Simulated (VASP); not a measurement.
Write the native input for VASP 6.6.1 that does the following.

| Item | Value |
| --- | --- |
| Task | single point |
| Functional | PBE |
| Potentials or basis | VASP PAW PBE potentials, release 64 (K_sv) |
| Cutoff | 520 eV |
| k mesh | 9 × 9 × 1 |
| Occupations | gaussian, width 0.1 eV |
| Spin | no spin polarisation |
| Dipole correction | no |
| Further INCAR settings | ALGO = Fast; EDIFF = 1e-06; NBANDS = 50 |

The structure of K lies in POSCAR:

```
K
1.0
    4.6250451528      0.0000000000      0.0000000000
   -2.3125225764      4.0054065960      0.0000000000
    0.0000000000      0.0000000000     33.7547388214
K
9
Direct
    0.0000000000      0.0000000000      0.0000000000
    0.0000000000      0.0000000000      0.7777896062
    0.3333333333      0.6666666667      0.8888770605
    0.6666666667      0.3333333333      0.3333333333
    0.6666666667      0.3333333333      0.1111229395
    0.0000000000      0.0000000000      0.2222103938
    0.3333333333      0.6666666667      0.6666666667
    0.3333333333      0.6666666667      0.4444562728
    0.6666666667      0.3333333333      0.5555437272
```

This cell differs from its parent crystal: equal strain along all axes, cell held: -2.0 %, then relaxed in part.

These files were run (other wordings do the same):

INCAR

```
SYSTEM = K
ALGO     = Fast           ! electronic algorithm
EDIFF    = 1E-6           ! SCF threshold, eV
ENCUT    = 520            ! plane-wave cutoff, eV
GGA      = PE             ! functional
ISIF     = 2              ! what is computed and relaxed
ISMEAR   = 0              ! smearing method
LASPH    = .TRUE.         ! aspherical terms in the spheres
LCHARG   = .TRUE.         ! write CHGCAR
LELF     = .TRUE.         ! ELF
LREAL    = .FALSE.        ! projectors in reciprocal space
LVHAR    = .TRUE.       
LWAVE    = .FALSE.        ! write WAVECAR
NBANDS   = 50             ! bands
NELM     = 100            ! most SCF steps
PREC     = Accurate       ! precision mode
SIGMA    = 0.1            ! smearing width, eV
```

KPOINTS

```
k-points
0
G
  9 9 1
  0 0 0
```

Potentials or basis: VASP PAW PBE potentials, release 64 (K_sv).

Run with:

```console
$ cat potpaw_PBE.64/K_sv/POTCAR > POTCAR
$ mpirun -np 1 vasp_std > vasp.out
```

It gave:

```
Pressure               : 0.2 GPa
Band gap on the k mesh : zero (an odd number of electrons rules out a gap without spin polarisation)
```

Caveat: the cell differs from its parent crystal (equal strain along all axes, cell held: -2.0 %, then relaxed in part).

Run time: 7.1 min on 1 thread of Intel(R) Xeon(R) 6975P-C (Granite Rapids) (shared host), peak memory 0.77 GiB.
